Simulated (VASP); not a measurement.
Runs of VASP 6.6.1 on Hf. The structure is that of space group Fm-3m (No. 225), or close to it. The cells are those of the table. 

```tsv
task	cell	gap on the mesh (eV)	pressure (GPa)
electric field gradients	a = 3.155, b = 3.155, c = 3.140 Å, angles 60.2, 60.2, 59.7°, 1 atom	none	-6.5
single point	a = 3.118 Å, angles 60.0°, 1 atom	none	-3.4
single point	a = 3.075 Å, angles 60.0°, 1 atom	none	1.3
electric field gradients	a = 3.140 Å, angles 60.0°, 1 atom	none	-5.5
electric field gradients	a = 3.150 Å, angles 60.0°, 1 atom	none	-6.5
electric field gradients	a = 3.108, b = 3.108, c = 3.077 Å, angles 60.3, 60.3, 59.3°, 1 atom	none	-1.2
electric field gradients	a = 3.075 Å, angles 60.0°, 1 atom	none	1.3
single point	a = 3.140 Å, angles 60.0°, 1 atom	none	-5.5
electric field gradients	a = 3.181 Å, angles 60.0°, 1 atom	none	-9.1
electric field gradients	a = 3.093, b = 3.093, c = 3.045 Å, angles 60.5, 60.5, 59.0°, 1 atom	none	1.1
electric field gradients	a = 3.129 Å, angles 60.0°, 1 atom	none	(a)
single point	a = 3.124, b = 3.124, c = 3.108 Å, angles 60.2, 60.2, 59.7°, 1 atom	none	-3.4
```

Alike in all rows: level LDA; potentials or basis VASP PAW LDA potentials, release 64 (Hf_pv); no spin polarisation; k mesh 13 × 13 × 13; cutoff (eV) 520; smearing fermi-dirac 0.03 eV.

**Question.** Estimate the missing entries.

**Answer.** (a) -4.5.

Caveats: spin-orbit coupling is left out, which moves the levels of the heavy elements.

A k mesh can miss the band edges, and the runs leave out spin-orbit coupling on Hf.

A gap of «none» marks levels without a gap at the run's occupations.
